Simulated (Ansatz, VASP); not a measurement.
**Sc3GeBi6: VASP beside Ansatz**

```
Sc Ge Bi
1.0
     0.00000    5.50420    5.50420
     5.50420    0.00000    5.50420
     5.50420    5.50420    0.00000
Sc Ge Bi
3 1 6
Cartesian
  2.7521 2.7521 2.7521
  8.2563 8.2563 8.2563
  5.5042 5.5042 5.5042
  0.0000 0.0000 0.0000
  2.7108 5.5042 5.5042
  8.2976 5.5042 5.5042
  5.5042 2.7108 5.5042
  5.5042 8.2976 5.5042
  5.5042 5.5042 2.7108
  5.5042 5.5042 8.2976
```

Change from the starting cell: species swapped into the Rb3ErF6 type (Fm-3m, No. 225).

Alike in both runs: functional PBE; k mesh 6 × 6 × 6; occupations gaussian, width 0.1 eV; no spin polarisation.

Ansatz relaxed the structure, and its values are those at the end. VASP's run is a single point on that final structure, the one shown.

```csv
,VASP,Ansatz
version,VASP 6.6.1,Ansatz 0.2.0
potentials or method,"VASP PAW PBE potentials, release 64 (Sc_sv, Ge_d, Bi_d), cutoff 520 eV","scalar-relativistic, plane waves, PAW"
valence electrons in the cell,137,137
```

```tsv
	VASP	Ansatz	Ansatz less VASP
gap on the k mesh at the Fermi level (eV)	none	none	-
pressure (GPa)	0.0	0.0	+0.03
```

A gap of «none» marks a metal or a gap that the smearing closes. The functional is the same, so the differences come from potentials, cutoffs and numerics.

Neither program's run includes spin-orbit coupling.
